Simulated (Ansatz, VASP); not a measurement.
# One calculation of Os, two programs

```xyz
2
Lattice="0.0000 2.6632 2.6632 2.6632 0.0000 2.6632 2.6632 2.6632 0.0000" Properties=species:S:1:pos:R:3 pbc="T T T"
Os    0.6658    0.6658    0.6658
Os    4.6605    4.6605    4.6605
```

Alike in both runs: task relaxation of cell and atoms; functional RPBE; k mesh 10 × 10 × 10; occupations fermi-dirac, width 0.1 eV; no spin polarisation.

|  | VASP | Ansatz |
| --- | --- | --- |
| version | VASP 6.6.1 | Ansatz 0.2.0 |
| potentials or method | VASP PAW PBE potentials, release 64 (Os), cutoff 600 eV | plane waves (420 eV) with PAW, scalar-relativistic |
| valence electrons in the cell | 16 | 32 |

VASP gave:

* relaxed volume (Å³/atom): 21.61
* relaxed cell length with the largest relative difference (Å): 3.939

What did Ansatz give for the same quantities?

Relaxed volume (Å³/atom): 21.72; relaxed cell length with the largest relative difference (Å): 3.946.

VASP's potentials were made for PBE, not for RPBE. VASP's potentials hold 16 valence electrons a cell and Ansatz's 32, so a difference there can come from the potentials and not from the codes.

Neither program's run includes spin-orbit coupling.
